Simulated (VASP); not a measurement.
# GaN (P6_3mc) in VASP: notebook

Runs on GaN. Level: PBE. Tasks: single point.

All numbers are computed with VASP 6.6.1; they aren't measurements. Logs are shortened: lines on timing, memory, paths and dates and some standing lists are left out, and cuts for length are marked.

### 1 The cell of the first run

Symmetry: P6_3mc, No. 186, hexagonal system. Conventional cell: a = 3.267 Å, b = 3.267 Å, c = 5.086 Å, α = 90.00°, β = 90.00°, γ = 120.00°. Ga (site symmetry 3m) has 4 N at 1.92 to 1.99 Å within 2.5 Å. N (site symmetry 3m) has 4 Ga at 1.92 to 1.99 Å within 2.5 Å.

### 2 Single point, PBE (strain +0.015 along x and y, -0.030 along z)

Input file INCAR:

```
PREC = Accurate
ENCUT = 520
EDIFF = 1E-6
ISMEAR = 0
SIGMA = 0.05
LREAL = False
LASPH = True
NELM = 80
ALGO = Normal
ISIF = 2
LWAVE = False
LCHARG = False
GGA = PE
NBANDS = 26
```

Input file KPOINTS:

```
Automatic mesh
0
Gamma
  12 12 6
```

Input file POSCAR:

```
GaN
1.0
    3.2667053455      0.0000000000      0.0000000000
   -1.6333526728      2.8290498159      0.0000000000
    0.0000000000      0.0000000000      5.0857395182
Ga N
2 2
Direct
    0.3333333333      0.6666666667      0.9991316867
    0.6666666667      0.3333333333      0.4991316867
    0.3333333333      0.6666666667      0.3758683133
    0.6666666667      0.3333333333      0.8758683133
```

Potentials or basis: VASP PAW PBE potentials, release 64 (Ga_d, N).

On the command line:

```
cat potpaw_PBE.64/Ga_d/POTCAR potpaw_PBE.64/N/POTCAR > POTCAR
mpirun -np 1 vasp_std > vasp.out
```

OUTCAR:

```text
PREC = Accurate
   ENCUT = 520
   EDIFF = 1E-6
   ISMEAR = 0
   LREAL = False
   LASPH = True
   NELM = 80
   ISIF = 2
   GGA = PE

 ion  position               nearest neighbor table
   1  0.333  0.667  0.999-   3 1.92   4 1.99   4 1.99   4 1.99
   2  0.667  0.333  0.499-   4 1.92   3 1.99   3 1.99   3 1.99
   3  0.333  0.667  0.376-   1 1.92   2 1.99   2 1.99   2 1.99
   4  0.667  0.333  0.876-   2 1.92   1 1.99   1 1.99   1 1.99

  LATTYP: Found a hexagonal cell.
 ALAT       =     3.2667053455
 C/A-ratio  =     1.5568406025

  Lattice vectors:

 A1 = (   3.2667053455,   0.0000000000,   0.0000000000)
 A2 = (  -1.6333526728,   2.8290498159,   0.0000000000)
 A3 = (   0.0000000000,   0.0000000000,   5.0857395182)

Analysis of symmetry for initial positions (statically):
=====================================================================
 Subroutine PRICEL returns:
 Original cell was already a primitive cell.

 Routine SETGRP: Setting up the symmetry group for a
 hexagonal supercell.

 Subroutine GETGRP returns: Found 12 space group operations
 (whereof  6 operations were pure point group operations)
 out of a pool of 24 trial point group operations.

The static configuration has the point symmetry C_3v.
 The point group associated with its full space group is C_6v.

Analysis of symmetry for dynamics (positions and initial velocities):
=====================================================================
 Subroutine PRICEL returns:
 Original cell was already a primitive cell.

 Routine SETGRP: Setting up the symmetry group for a
 hexagonal supercell.

 Subroutine GETGRP returns: Found 12 space group operations
 (whereof  6 operations were pure point group operations)
 out of a pool of 24 trial point group operations.

The dynamic configuration has the point symmetry C_3v.
 The point group associated with its full space group is C_6v.

 Subroutine INISYM returns: Found 12 space group operations
 (whereof  6 operations are pure point group operations),
 and found     1 'primitive' translations

----------------------------------------------------------------------------------------

                                     Primitive cell

  volume of cell :      47.0007

  direct lattice vectors                    reciprocal lattice vectors
     3.266705346  0.000000000  0.000000000     0.306118824  0.176737786  0.000000000
    -1.633352673  2.829049816  0.000000000     0.000000000  0.353475571  0.000000000
     0.000000000  0.000000000  5.085739518     0.000000000  0.000000000  0.196628238

  length of vectors
     3.266705346  3.266705346  5.085739518     0.353475571  0.353475571  0.196628238

  position of ions in fractional coordinates (direct lattice)
     0.333333333  0.666666667  0.999131687
     0.666666667  0.333333333  0.499131687
     0.333333333  0.666666667  0.375868313
     0.666666667  0.333333333  0.875868313

  ion indices of the primitive-cell ions
   primitive index   ion index
                 1           1
                 2           2
                 3           3
                 4           4

----------------------------------------------------------------------------------------

 KPOINTS: Automatic mesh

Automatic generation of k-mesh.
 Grid dimensions read from file:
 generate k-points for:   12   12    6

 Generating k-lattice:

  Cartesian coordinates                     Fractional coordinates (reciprocal lattice)
     0.025509902  0.014728149  0.000000000     0.083333333  0.000000000  0.000000000
     0.000000000  0.029456298  0.000000000     0.000000000  0.083333333  0.000000000
     0.000000000  0.000000000  0.032771373     0.000000000  0.000000000  0.166666667

  Length of vectors
     0.029456298  0.029456298  0.032771373

  Shift w.r.t. Gamma in fractional coordinates (k-lattice)
     0.000000000  0.000000000  0.000000000

 Subroutine IBZKPT returns following result:
 ===========================================

 Found     76 irreducible k-points:

 Following reciprocal coordinates:
            Coordinates               Weight
  0.000000  0.000000  0.000000      1.000000
  0.083333 -0.000000  0.000000      6.000000
  0.166667 -0.000000  0.000000      6.000000
  0.250000  0.000000  0.000000      6.000000
  0.333333 -0.000000  0.000000      6.000000
  0.416667  0.000000  0.000000      6.000000
[... 16 lines left out ...]
  0.250000  0.000000  0.166667     12.000000
  0.333333 -0.000000  0.166667     12.000000
 [... further k-points ...]
   k-points           NKPTS =     76   k-points in BZ     NKDIM =     76   number of bands    NBANDS=     26
   number of dos      NEDOS =    301   number of ions     NIONS =      4
   total plane-waves  NPLWV =  23040
   dimension x,y,z NGX =    24 NGY =   24 NGZ =   40
   dimension x,y,z NGXF=    48 NGYF=   48 NGZF=   80
   ions per type =               2   2
   NGX,Y,Z   is equivalent  to a cutoff of  12.21, 12.21, 13.08 a.u.
   NGXF,Y,Z  is equivalent  to a cutoff of  24.43, 24.43, 26.15 a.u.
 SYSTEM =  unknown system
   PREC   = accura    normal or accurate (medium, high low for compatibility)
   ISTART =      0    job   : 0-new  1-cont  2-samecut
   ICHARG =      2    charge: 1-file 2-atom 10-const
   ISPIN  =      1    spin polarized calculation?
   LNONCOLLINEAR =      F non collinear calculations
   LSORBIT =      F    spin-orbit coupling
   LASPH  =      T    aspherical Exc in radial PAW
   ENCUT  =  520.0 eV  38.22 Ry    6.18 a.u.   6.07  6.07  9.46*2*pi/ulx,y,z
   NELM   =     80;   NELMIN=  2; NELMDL= -5     # of ELM steps
   EDIFF  = 0.1E-05   stopping-criterion for ELM
   LREAL  =      F    real-space projection
[... 7 lines left out ...]
   TEBEG  =    0.0;   TEEND  =   0.0 temperature during run
   PSTRESS=    0.0 pullay stress
   NELECT =      36.0000    total number of electrons
   NUPDOWN=      -1.0000    fix difference up-down
   EMIN   =  10.00;   EMAX   =-10.00  energy-range for DOS
   EFERMI =   0.00;   METHOD = LEGACY
   ISMEAR =     0;   SIGMA  =   0.05  broadening in eV -4-tet -1-fermi 0-gaus
   EFERMI_NEDOS =   21; number of points for ismear=-14 and -15
   IALGO  =     38    algorithm
   IMIX   =      4    mixing-type and parameters
     AMIX     =   0.40;   BMIX     =  1.00
     AMIX_MAG =   1.60;   BMIX_MAG =  1.00
  volume/ion in A,a.u.               =      11.75        79.29
  Fermi-wavevector in a.u.,A,eV,Ry     =   1.497870  2.830564 30.526227  2.243614
  Thomas-Fermi vector in A             =   2.609702
   LORBIT       =      0    0 simple, 1 ext, 2 COOP (PROOUT), +10 PAW based schemes
   GGA     = PE    functional components
   LHFCALC =     F    Hartree Fock is set to
   AEXX    =    0.0000 exact exchange contribution
   IVDW    =     0    specifies the selected vdW correction
   LEPSILON=     F    determine dielectric tensor
   LRPA    =     F    only Hartree local field effects (RPA)
 non-spin polarized calculation
 Gauss-broadening in eV      SIGMA  =   0.05
  energy-cutoff  :      520.00
  volume of cell :       47.00
 maximum number of plane-waves:      1296
   NGX = 13   NGY = 13   NGZ = 19

 number of electron      36.0000009 magnetization

 Free energy of the ion-electron system (eV)
  ---------------------------------------------------
  ext. energy  EPLUGINS =         0.00000000
  ---------------------------------------------------
  free energy    TOTEN  =       -24.25564557 eV

  energy without entropy =      -24.25564557  energy(sigma->0) =      -24.25564557

 E-fermi :   5.3230     XC(G=0): -11.5147

 val. band max:        5.0512209410   @ k =   0.0000   0.0000   0.0000
 cond. band min:       6.7666218760   @ k =   0.0000   0.0000   0.0000
 fundamental gap:      1.7154009350
 Fermi energy:         5.3230273940

 k-point     1 :       0.0000    0.0000    0.0000
  band No.  band energies     occupation
      1     -10.7379      2.00000
      2      -9.8829      2.00000
      3      -8.4012      2.00000
      4      -8.3835      2.00000
      5      -8.3835      2.00000
      6      -8.3190      2.00000
[... 18 lines left out ...]
     25      16.3045      0.00000
     26      16.4250      0.00000

 k-point     2 :       0.0833   -0.0000    0.0000
  band No.  band energies     occupation
      1     -10.6770      2.00000
      2      -9.8706      2.00000
      3      -8.3919      2.00000
      4      -8.3757      2.00000
      5      -8.3638      2.00000
      6      -8.3125      2.00000
[... 18 lines left out ...]
     25      16.4556      0.00000
     26      16.5113      0.00000

 k-point     3 :       0.1667   -0.0000    0.0000
  band No.  band energies     occupation
      1     -10.5117      2.00000
      2      -9.8406      2.00000
      3      -8.3697      2.00000
      4      -8.3572      2.00000
      5      -8.3134      2.00000
      6      -8.2760      2.00000
[... 18 lines left out ...]
     25      16.5765      0.00000
     26      16.8164      0.00000

 k-point     4 :       0.2500    0.0000    0.0000
  band No.  band energies     occupation
      1     -10.2948      2.00000
      2      -9.8078      2.00000
      3      -8.3482      2.00000
      4      -8.3400      2.00000
      5      -8.2818      2.00000
      6      -8.2332      2.00000
[... 18 lines left out ...]
     25      16.3327      0.00000
     26      17.2764      0.00000
[... 496 lines left out ...]
      1     -10.4382      2.00000
      2      -9.8529      2.00000
      3      -8.3694      2.00000
      4      -8.3545      2.00000
      5      -8.3156      2.00000
      6      -8.2838      2.00000
[... 18 lines left out ...]
     25      15.9295      0.00000
     26      16.5832      0.00000

 k-point    23 :       0.2500    0.0000    0.1667
  band No.  band energies     occupation
      1     -10.2354      2.00000
      2      -9.8134      2.00000
      3      -8.3518      2.00000
      4      -8.3338      2.00000
      5      -8.2929      2.00000
      6      -8.2410      2.00000
[... 18 lines left out ...]
     25      16.0122      0.00000
     26      17.1004      0.00000

 k-point    24 :       0.3333   -0.0000    0.1667
  band No.  band energies     occupation
      1     -10.0561      2.00000
      2      -9.7843      2.00000
      3      -8.3436      2.00000
      4      -8.3226      2.00000
      5      -8.2723      2.00000
      6      -8.2044      2.00000
[... 18 lines left out ...]
     25      16.2248      0.00000
     26      17.6909      0.00000

 [... further k-points ...]
[... 5 lines left out ...]
  --------------------------------------------------------------------------------------
  -------------------------------------------------------------------------------------
  Total       -1.3893895     -1.3893895      3.4372654      0.0000000      0.0000000     -0.0000000
  in kB      -47.3619881    -47.3619881    117.1706865      0.0000000      0.0000000     -0.0000000
  external PRESSURE =       7.4822368 kB  Pullay stress =       0.0000000 kB

 VOLUME and BASIS-vectors are now :
 -----------------------------------------------------------------------------
  energy-cutoff  :      520.00
  volume of cell :       47.00
      direct lattice vectors                 reciprocal lattice vectors
     3.266705346  0.000000000  0.000000000     0.306118824  0.176737786  0.000000000
    -1.633352673  2.829049816  0.000000000     0.000000000  0.353475571  0.000000000
     0.000000000  0.000000000  5.085739518     0.000000000  0.000000000  0.196628238

 POSITION                                       TOTAL-FORCE (eV/Angst)
 -----------------------------------------------------------------------------------
     -0.00000      1.88603      5.08132         0.000000      0.000000     -0.482041
      1.63335      0.94302      2.53845        -0.000000      0.000000     -0.482041
     -0.00000      1.88603      1.91157         0.000000      0.000000      0.482041
      1.63335      0.94302      4.45444        -0.000000      0.000000      0.482041
 -----------------------------------------------------------------------------------
    total drift:                               -0.000000     -0.000000     -0.000204

  FREE ENERGIE OF THE ION-ELECTRON SYSTEM (eV)
  ---------------------------------------------------
  free  energy   TOTEN  =       -24.2556455736 eV

  energy  without entropy=      -24.2556455736  energy(sigma->0) =      -24.25564557
```

Run time: 28 s. Hardware: 1 thread of Intel Xeon 6975P-C (Granite Rapids), shared host; peak memory 0.21 GiB.

Results:

| Property | Result |
| --- | --- |
| Free energy | -24.2556 eV |
| Pressure | 0.7 GPa |
| Largest force | 0.482 eV/Å |
| Band gap on the k mesh | 1.72 eV |

Forces in eV/Å, atoms in the order of the input:
```
Ga   0.000  0.000 -0.482
Ga   0.000  0.000 -0.482
N    0.000  0.000  0.482
N    0.000  0.000  0.482
```

Stress tensor (GPa, compression positive):
```
-4.74  0.00  0.00
 0.00 -4.74  0.00
 0.00  0.00 11.72
```

Caveat: the cell differs from its parent crystal (strain +0.015 along x and y, -0.030 along z).

### 3 Single point, PBE (strain +0.000 along x and y, +0.015 along z)

Edit INCAR of step 2 so:

```diff
@@ -2,3 +2,3 @@
 ENCUT = 520
-EDIFF = 1E-6
+EDIFF = 1E-7
 ISMEAR = 0
@@ -7,3 +7,3 @@
 LASPH = True
-NELM = 80
+NELM = 100
 ALGO = Normal
```

Input file KPOINTS:

```
regular mesh
0
Gamma
  12 12 6
```

Input file POSCAR:

```
GaN
1.0
    3.2184289119      0.0000000000      0.0000000000
   -1.6092144560      2.7872411979      0.0000000000
    0.0000000000      0.0000000000      5.3216758876
Ga N
2 2
Direct
    0.3333333333      0.6666666667      0.9991316867
    0.6666666667      0.3333333333      0.4991316867
    0.3333333333      0.6666666667      0.3758683133
    0.6666666667      0.3333333333      0.8758683133
```

Potentials or basis: VASP PAW PBE potentials, release 64 (Ga_d, N).

On the command line:

```
cat potpaw_PBE.64/Ga_d/POTCAR potpaw_PBE.64/N/POTCAR > POTCAR
mpirun -np 1 vasp_std > vasp.out
```

Run time: 34 s. Hardware: 1 thread of Intel Xeon 6975P-C (Granite Rapids), shared host; peak memory 0.21 GiB.

It converged, with:

```
Free energy            : -24.3162 eV
Pressure               : -2.3 GPa
Largest force          : 0.103 eV/Å
Band gap on the k mesh : 1.58 eV
```

Forces on the atoms (eV/Å):
```
Ga   0.000  0.000  0.103
Ga   0.000  0.000  0.103
N    0.000  0.000 -0.103
N    0.000  0.000 -0.103
```

Stress tensor (GPa, compression positive):
```
-0.66  0.00  0.00
 0.00 -0.66  0.00
 0.00  0.00 -5.46
```

Levels at points of the mesh, in eV from the valence-band top:
| k point | band 16 | band 17 | band 18 | band 19 | band 20 | band 21 |
| --- | --- | --- | --- | --- | --- | --- |
| (0.00, 0.00, 0.00) | -0.08 | 0.00 | 0.00 | 1.58 | 4.09 | 8.81 |
| (0.50, 0.00, 0.00) | -2.55 | -2.07 | -0.98 | 5.02 | 5.25 | 5.83 |
| (0.00, 0.00, 0.50) | -0.48 | -0.48 | -0.48 | 3.99 | 3.99 | 8.15 |
| (0.50, 0.00, 0.50) | -1.86 | -1.83 | -1.83 | 4.21 | 4.21 | 7.44 |

Caveat: the cell differs from its parent crystal (strain +0.000 along x and y, +0.015 along z).

### 4 Single point, PBE (strain +0.015 along x and y, -0.015 along z)

Input file INCAR:

```
SYSTEM = GaN
PREC = Accurate
ENCUT = 520
EDIFF = 1E-6
ISMEAR = 0
SIGMA = 0.05
LREAL = .False.
LASPH = .True.
NELM = 100
ALGO = Normal
ISIF = 2
LWAVE = .False.
LCHARG = .True.
GGA = PE
LELF = .True.
LVHAR = .True.
NBANDS = 26
```

Input file KPOINTS:

```
Automatic mesh
0
Gamma
  12 12 6
  0 0 0
```

Input file POSCAR:

```
GaN
1.0
    3.2667053455      0.0000000000      0.0000000000
   -1.6333526728      2.8290498159      0.0000000000
    0.0000000000      0.0000000000      5.1643849746
Ga N
2 2
Direct
    0.3333333333      0.6666666667      0.9991316867
    0.6666666667      0.3333333333      0.4991316867
    0.3333333333      0.6666666667      0.3758683133
    0.6666666667      0.3333333333      0.8758683133
```

On the command line:

```
cat potpaw_PBE.64/Ga_d/POTCAR potpaw_PBE.64/N/POTCAR > POTCAR
mpirun -np 1 vasp_std > vasp.out
```

Run time: 32 s. Hardware: 1 thread of Intel Xeon 6975P-C (Granite Rapids), shared host; peak memory 0.21 GiB.

It converged, with:

```yaml
Free_energy: -24.2929 eV
Pressure: -2.1 GPa
Largest_force: 0.272 eV/Å
Band_gap_on_the_k_mesh: 1.63 eV
```

Forces on the atoms (eV/Å):
```
Ga   0.000  0.000 -0.272
Ga   0.000  0.000 -0.272
N    0.000  0.000  0.272
N    0.000  0.000  0.272
```

Stress tensor (GPa, compression positive):
```
-5.52  0.00  0.00
 0.00 -5.52  0.00
 0.00  0.00  4.72
```

Levels at points of the mesh, in eV from the valence-band top:
```tsv
k point	band 15	band 16	band 17	band 18	band 19	band 20	band 21	band 22
(0.00, 0.00, 0.00)	-1.12	-0.04	-0.04	0.00	1.63	3.69	9.14	9.38
(0.50, 0.00, 0.00)	-4.05	-2.72	-2.12	-0.92	4.73	5.27	6.13	8.28
(0.00, 0.00, 0.50)	-0.60	-0.60	-0.60	-0.60	3.86	3.86	8.38	8.38
(0.50, 0.00, 0.50)	-1.89	-1.89	-1.72	-1.72	4.30	4.30	7.54	7.54
```

Caveat: the cell differs from its parent crystal (strain +0.015 along x and y, -0.015 along z).

### 5 Summary

| cell | gap on the mesh (eV) | pressure (GPa) | largest force (eV/Å) |
| --- | --- | --- | --- |
| a = 3.267, b = 3.267, c = 5.086 Å, angles 90.0, 90.0, 120.0°, 4 atoms | 1.72 | 0.7 | 0.48 |
| a = 3.218, b = 3.218, c = 5.322 Å, angles 90.0, 90.0, 120.0°, 4 atoms | 1.58 | -2.3 | 0.10 |
| a = 3.267, b = 3.267, c = 5.164 Å, angles 90.0, 90.0, 120.0°, 4 atoms | 1.63 | -2.1 | 0.27 |

Alike in all rows: task single point; level PBE; potentials or basis VASP PAW PBE potentials, release 64 (Ga_d, N); no spin polarisation; k mesh 12 × 12 × 6; cutoff (eV) 520; smearing gaussian 0.05 eV.

Total energies depend on the potentials used, so only differences within one code and one set of settings carry meaning.
